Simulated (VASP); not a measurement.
# SiNi3 (Pm-3m) in VASP: vibrations by perturbation theory with LDA

Aim: the vibrations by perturbation theory of SiNi3 with LDA.

All numbers are computed with VASP 6.6.1; they aren't measurements. Logs are shortened: lines on timing, memory, paths and dates and some standing lists are left out, and cuts for length are marked.

## (1) The cell of the first run

It takes space group Pm-3m (No. 221, cubic). The conventional cell has a = 3.542 Å, b = 3.542 Å, c = 3.542 Å, α = 90.00°, β = 90.00°, γ = 90.00°. Ni (site symmetry 4/mmm) has 8 Ni at 2.50 Å and 4 Si at 2.50 Å within 3.3 Å. Si (site symmetry m-3m) has 12 Ni at 2.50 Å within 3.3 Å.

## (2) Vibrations by perturbation theory, LDA, collinear spin, ferromagnetic start

The input, INCAR:

```
SYSTEM = SiNi3
ALGO = Normal
EDIFF = 1E-8
ENCUT = 520
GGA = CA
IBRION = 8
ISIF = 2
ISMEAR = -1
ISPIN = 2
LASPH = .TRUE.
LCHARG = .FALSE.
LMAXMIX = 4
LORBIT = 11
LREAL = .FALSE.
LWAVE = .FALSE.
MAGMOM = 1 1 1 0
NBANDS = 29
NELM = 150
NSW = 1
PREC = Accurate
SIGMA = 0.05
```

The input, KPOINTS:

```
k-points
0
G
  6 6 6
  0 0 0
```

The input, POSCAR:

```
SiNi3
1.0
    3.5420000000      0.0000000000      0.0000000000
    0.0000000000      3.5420000000      0.0000000000
    0.0000000000      0.0000000000      3.5420000000
Ni Si
3 1
Direct
    0.5000000000      0.5000000000      0.0000000000
    0.5000000000      0.0000000000      0.5000000000
    0.0000000000      0.5000000000      0.5000000000
    0.0000000000      0.0000000000      0.0000000000
```

Potentials or basis: VASP PAW LDA potentials, release 64 (Ni, Si).

Run with:

```bash
$ cat potpaw_LDA.64/Ni/POTCAR potpaw_LDA.64/Si/POTCAR > POTCAR
$ mpirun -np 1 vasp_std > vasp.out
```

OUTCAR:

```text
SYSTEM = SiNi3
   EDIFF = 1E-8
   ENCUT = 520
   GGA = CA
   IBRION = 8
   ISIF = 2
   ISMEAR = -1
   ISPIN = 2
   LASPH = .TRUE.
   LORBIT = 11
   LREAL = .FALSE.
   NELM = 150
   NSW = 1
   PREC = Accurate

 ion  position               nearest neighbor table
   1  0.500  0.500  0.000-   2 2.50   3 2.50   4 2.50   2 2.50   3 2.50   2 2.50   4 2.50   2 2.50
                             3 2.50   4 2.50   3 2.50   4 2.50
   2  0.500  0.000  0.500-   1 2.50   3 2.50   4 2.50   1 2.50   4 2.50   1 2.50   3 2.50   1 2.50
                             3 2.50   4 2.50   4 2.50   3 2.50
   3  0.000  0.500  0.500-   1 2.50   2 2.50   4 2.50   1 2.50   4 2.50   2 2.50   4 2.50   4 2.50
                             1 2.50   2 2.50   1 2.50   2 2.50
   4  0.000  0.000  0.000-   1 2.50   2 2.50   3 2.50   2 2.50   3 2.50   1 2.50   3 2.50   3 2.50
                             1 2.50   2 2.50   2 2.50   1 2.50

  LATTYP: Found a simple cubic cell.
 ALAT       =     3.5420000000

  Lattice vectors:

 A1 = (   3.5420000000,   0.0000000000,   0.0000000000)
 A2 = (   0.0000000000,   3.5420000000,   0.0000000000)
 A3 = (   0.0000000000,   0.0000000000,   3.5420000000)

Analysis of symmetry for initial positions (statically):
=====================================================================
 Subroutine PRICEL returns:
 Original cell was already a primitive cell.

 Routine SETGRP: Setting up the symmetry group for a
 simple cubic supercell.

 Subroutine GETGRP returns: Found 48 space group operations
 (whereof 48 operations were pure point group operations)
 out of a pool of 48 trial point group operations.

The static configuration has the point symmetry O_h .

Analysis of symmetry for dynamics (positions and initial velocities):
=====================================================================
 Subroutine PRICEL returns:
 Original cell was already a primitive cell.

 Routine SETGRP: Setting up the symmetry group for a
 simple cubic supercell.

 Subroutine GETGRP returns: Found 48 space group operations
 (whereof 48 operations were pure point group operations)
 out of a pool of 48 trial point group operations.

The dynamic configuration has the point symmetry O_h .

Analysis of structural, dynamic, and magnetic symmetry:
=====================================================================
 Subroutine PRICEL returns:
 Original cell was already a primitive cell.

 Routine SETGRP: Setting up the symmetry group for a
 simple cubic supercell.

 Subroutine GETGRP returns: Found 48 space group operations
 (whereof 48 operations were pure point group operations)
 out of a pool of 48 trial point group operations.

The overall configuration has the point symmetry O_h .

 Subroutine INISYM returns: Found 48 space group operations
 (whereof 48 operations are pure point group operations),
 and found     1 'primitive' translations

----------------------------------------------------------------------------------------

                                     Primitive cell

[... 797 lines left out ...]
      3       6.1023      1.00000
      4       6.1023      1.00000
      5       6.5736      1.00000
      6       6.5736      1.00000
[... 629 lines left out ...]
     28      26.4186      0.00000
     29      30.9956      0.00000

------------------------ aborting loop because EDIFF is reached ----------------------------------------

  FORCE on cell =-STRESS in cart. coord.  units (eV):
  Direction    XX          YY          ZZ          XY          YZ          ZX
  --------------------------------------------------------------------------------------
  -------------------------------------------------------------------------------------
  Total       -5.4985201     -5.4985201     -5.4985201     -0.0000000     -0.0000000      0.0000000
  in kB     -198.2488732   -198.2488732   -198.2488732     -0.0000000     -0.0000000      0.0000000
  external PRESSURE =    -198.2488732 kB  Pullay stress =       0.0000000 kB

 VOLUME and BASIS-vectors are now :
 -----------------------------------------------------------------------------
  energy-cutoff  :      520.00
  volume of cell :       44.44
      direct lattice vectors                 reciprocal lattice vectors
     3.542000000  0.000000000  0.000000000     0.282326369  0.000000000  0.000000000
     0.000000000  3.542000000  0.000000000     0.000000000  0.282326369  0.000000000
     0.000000000  0.000000000  3.542000000     0.000000000  0.000000000  0.282326369

 POSITION                                       TOTAL-FORCE (eV/Angst)
 -----------------------------------------------------------------------------------
      1.77100      1.77100      0.00000         0.000000      0.000000      0.000000
      1.77100      0.00000      1.77100         0.000000      0.000000      0.000000
      0.00000      1.77100      1.77100         0.000000      0.000000      0.000000
      0.00000      0.00000      0.00000         0.000000      0.000000      0.000000
 -----------------------------------------------------------------------------------
    total drift:                                0.000000      0.000000      0.000000

  FREE ENERGIE OF THE ION-ELECTRON SYSTEM (eV)
  ---------------------------------------------------
  free  energy   TOTEN  =       -27.6498199116 eV

  energy  without entropy=      -27.6349708312  energy(sigma->0) =      -27.64239537

[... ionic steps 2 to 12 ...]

--------------------------------------- Ionic step       13  -------------------------------------------

 Free energy of the ion-electron system (eV)
  ---------------------------------------------------
  ---------------------------------------------------
  free energy    TOTEN  =        -0.01934627 eV

  energy without entropy =       -0.01934627

------------------------ aborting loop because EDIFF is reached ----------------------------------------

 INTERNAL STRAIN TENSOR  FOR ION    4  DIRECTION 1   (eV/Angst):
 -----------------------------------------------------------------------------
    -0.02118 -0.00000  0.00000
    -0.00000 -0.00448  0.00000
     0.00000  0.00000 -0.00448

 INTERNAL STRAIN TENSOR FOR ION    4 for displacements in x,y,z  (eV/Angst):
          X           Y           Z          XY          YZ          ZX
  --------------------------------------------------------------------------------
  x     0.00000     0.00000     0.00000     0.00000     0.00000     0.00000
  y     0.00000     0.00000     0.00000     0.00000     0.00000     0.00000
  z     0.00000     0.00000     0.00000     0.00000     0.00000     0.00000

 SECOND DERIVATIVES (NOT SYMMETRIZED)
 ------------------------------------
               1X          1Y          1Z          2X          2Y          2Z          3X          3Y          3Z          4X          4Y          4Z
  1X    -6.292871    0.000000    0.000000   -0.383795    0.000000    0.000000    4.939101    0.000000    0.000000    1.737565    0.000000    0.000000
  1Y     0.000000   -6.292871    0.000000    0.000000    4.939101    0.000000    0.000000   -0.383795    0.000000    0.000000    1.737565    0.000000
  1Z     0.000000    0.000000   -9.567044    0.000000   -0.000000    4.939894   -0.000000   -0.000000    4.939894    0.000000    0.000000   -0.312744
  2X    -0.383795    0.000000    0.000000   -6.292871    0.000000    0.000000    4.939101    0.000000    0.000000    1.737565    0.000000    0.000000
  2Y    -0.000000    4.939894   -0.000000   -0.000000   -9.567044   -0.000000    0.000000    4.939894    0.000000   -0.000000   -0.312744    0.000000
  2Z     0.000000    0.000000    4.939101    0.000000    0.000000   -6.292871    0.000000    0.000000   -0.383795    0.000000    0.000000    1.737565
  3X     4.939894   -0.000000   -0.000000    4.939894    0.000000    0.000000   -9.567044   -0.000000   -0.000000   -0.312744   -0.000000    0.000000
  3Y     0.000000   -0.383795    0.000000    0.000000    4.939101    0.000000    0.000000   -6.292871    0.000000    0.000000    1.737565    0.000000
  3Z     0.000000    0.000000    4.939101    0.000000    0.000000   -0.383795    0.000000    0.000000   -6.292871    0.000000    0.000000    1.737565
  4X     1.753144   -0.000000    0.000000    1.753144    0.000000    0.000000   -0.299502    0.000000    0.000000   -3.206787   -0.000000   -0.000000
  4Y    -0.000000    1.753144    0.000000   -0.000000   -0.299502    0.000000    0.000000    1.753144    0.000000   -0.000000   -3.206787   -0.000000
  4Z     0.000000   -0.000000   -0.299502   -0.000000    0.000000    1.753144   -0.000000   -0.000000    1.753144   -0.000000    0.000000   -3.206787

 Eigenvectors and eigenvalues of the dynamical matrix
 ----------------------------------------------------

   1 f  =    8.165829 THz    51.307420 2PiTHz  272.382752 cm-1    33.771142 meV
             X         Y         Z           dx          dy          dz
      1.771000  1.771000  0.000000     0.171660    0.419818    0.000000
      1.771000  0.000000  1.771000     0.171660   -0.661221   -0.000000
      0.000000  1.771000  1.771000    -0.270368    0.419818   -0.000000
      0.000000  0.000000  0.000000    -0.105878   -0.258939    0.000000
[... 71 lines left out ...]
  12 f/i=    0.013863 THz     0.087106 2PiTHz    0.462432 cm-1     0.057334 meV
             X         Y         Z           dx          dy          dz
      1.771000  1.771000  0.000000    -0.161426   -0.511632   -0.008259
      1.771000  0.000000  1.771000    -0.161426   -0.512056   -0.008252
      0.000000  1.771000  1.771000    -0.161560   -0.511632   -0.008252
      0.000000  0.000000  0.000000    -0.110886   -0.351446   -0.005669

--------------------------------------------------------------------------------------------------------

 ELASTIC MODULI CONTR FROM IONIC RELAXATION (kBar)
 Direction    XX          YY          ZZ          XY          YZ          ZX
 --------------------------------------------------------------------------------
 XX           0.0000      0.0000      0.0000      0.0000      0.0000      0.0000
 YY           0.0000      0.0000      0.0000      0.0000      0.0000      0.0000
 ZZ           0.0000      0.0000      0.0000      0.0000      0.0000      0.0000
 XY           0.0000      0.0000      0.0000      0.0000      0.0000      0.0000
 YZ           0.0000      0.0000      0.0000      0.0000      0.0000      0.0000
 ZX           0.0000      0.0000      0.0000      0.0000      0.0000      0.0000
 --------------------------------------------------------------------------------

 total charge

# of ion       s       p       d       tot
------------------------------------------
    1        0.475   0.538   8.411   9.424
    2        0.475   0.538   8.411   9.424
    3        0.475   0.538   8.411   9.424
    4        0.737   0.802   0.000   1.539
--------------------------------------------------
tot          2.162   2.416  25.234  29.812

 magnetization (x)

# of ion       s       p       d       tot
------------------------------------------
    1        0.000   0.000  -0.000  -0.000
    2        0.000   0.000  -0.000  -0.000
    3        0.000   0.000  -0.000  -0.000
    4        0.000   0.000   0.000   0.000
--------------------------------------------------
tot          0.000   0.000  -0.000  -0.000
```

Run time: 14 min. Hardware: 1 thread of Oxide Virtual Turin-like, shared host; peak memory 0.37 GiB.

Results:

- Net moment: 0.00 μB per cell
- Valence electrons inside the program's atomic spheres: Ni 9.42; Si 1.54
- Highest phonon frequency at Γ: 272 cm⁻¹

Phonon frequencies in cm⁻¹ (negative: imaginary):
```csv
q point,frequencies
"(0.000, 0.000, 0.000)",0 0 0 165 165 165 179 179 179 272 272 272
```

Caveat: the cell stands under pressure or tension, which shifts response properties; the moments typed at the start vanished in this run.
